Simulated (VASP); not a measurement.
Set up this calculation in VASP 6.6.1, as the native input.

```
Task                   : relaxation of cell and atoms
Functional             : PBE
Potentials or basis    : VASP PAW PBE potentials, release 64 (Li_sv, B, C)
Cutoff                 : 600 eV
k mesh                 : 6 × 6 × 6
Occupations            : gaussian, width 0.1 eV
Spin                   : no spin polarisation
Dipole correction      : no
Further INCAR settings : ALGO = Normal; EDIFF = 1e-07; IBRION = 2; EDIFFG = -0.04; NSW = 90; ISIF = 3
```

The structure of Li2B2C lies in POSCAR:

```
Li2B2C
1.0
   -1.8421885776      1.8421885776      4.4689360227
    1.8421885776     -1.8421885776      4.4689360227
    1.8421885776      1.8421885776     -4.4689360227
Li B C
2 2 1
Direct
    0.2500000000      0.7500000000      0.5000000000
    0.7500000000      0.2500000000      0.5000000000
    0.3711000000      0.3711000000      0.0000000000
    0.6289000000      0.6289000000      0.0000000000
    0.0000000000      0.0000000000      0.0000000000
```

One way to write it, as run:

INCAR

```
PREC = Accurate ; ENCUT = 600
EDIFF = 1E-7 ; ISMEAR = 0
SIGMA = 0.1 ; LREAL = F
LASPH = T ; NELM = 100
ALGO = Normal ; ISIF = 3
LWAVE = F ; LCHARG = F
GGA = PE ; IBRION = 2
NSW = 90 ; EDIFFG = -0.04
```

KPOINTS

```
Automatic mesh
0
Gamma
  6 6 6
```

Potentials or basis: VASP PAW PBE potentials, release 64 (Li_sv, B, C).

Command:

```console
$ cat potpaw_PBE.64/Li_sv/POTCAR potpaw_PBE.64/B/POTCAR potpaw_PBE.64/C/POTCAR > POTCAR
$ mpirun -np 1 vasp_std > vasp.out
```

Results of the run:

```yaml
Relaxed_volume: 8.30 Å³/atom
Relaxed_cell: a = 5.381 Å, b = 5.381 Å, c = 5.381 Å, α = 148.89°, β = 148.89°, γ = 44.58°
Space_group_after_relaxing_to_0.1_Å: I4/mmm (No. 139)
Pressure_after_relaxing: 0.0 GPa
Largest_force_after_relaxing: 0.026 eV/Å
Band_gap_on_the_k_mesh: zero (bands 8 and 9 overlap by 2.59 eV)
```

Caveat: the cutoff is under 1.25 times the usual one of these potentials, so pressure, stress and relaxed cells hold a basis-set (Pulay) error; the volume moved by over 15 % at a fixed basis, so the end points are rough.

Run time: 28 min on 1 thread of AMD EPYC 7R43 64-Core Processor (Zen 3), on a shared host, peak memory 0.25 GiB.
